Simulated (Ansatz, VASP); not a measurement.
MnCu2: VASP beside Ansatz

```
Mn Cu
1.0
     2.41480    0.00000    0.00000
    -1.20740    2.09128    0.00000
     0.00000    0.00000    4.99845
Mn Cu
1 2
Direct
  0.00000 0.00000 0.50000
  0.00000 0.00000 0.19862
  0.00000 0.00000 0.80138
```

Alike in both runs: task single point; functional PBE; k mesh 12 × 12 × 4; occupations gaussian, width 0.1 eV; collinear spin.

|  | VASP | Ansatz |
| --- | --- | --- |
| version | VASP 6.6.1 | Ansatz 0.2.0 |
| potentials or method | VASP PAW PBE potentials, release 64 (Mn_pv, Cu), cutoff 520 eV | scalar-relativistic, plane waves, PAW |
| valence electrons in the cell | 35 | 53 |

Ansatz gave:

* gap on the k mesh at the Fermi level (eV): none
* rms of the force components (eV/Å): 13.184
* net moment per atom (μB): 0.47
* size of the moment on the site where the two differ most (μB): 0.80

Problem. Estimate VASP's values.

Solution. gap on the k mesh at the Fermi level (eV): none; rms of the force components (eV/Å): 9.964; net moment per atom (μB): 0.12; size of the moment on the site where the two differ most (μB): 0.27.

The net moments are unlike, so the other rows may belong to different states. Site moments also hang on the region over which each program counts them. Atom by atom the forces differ by 3.221 eV/Å (rms over components). A gap of «none» marks a metal or a gap that the smearing closes. VASP's potentials hold 35 valence electrons a cell and Ansatz's 53, so a difference there can come from the potentials and not from the codes.
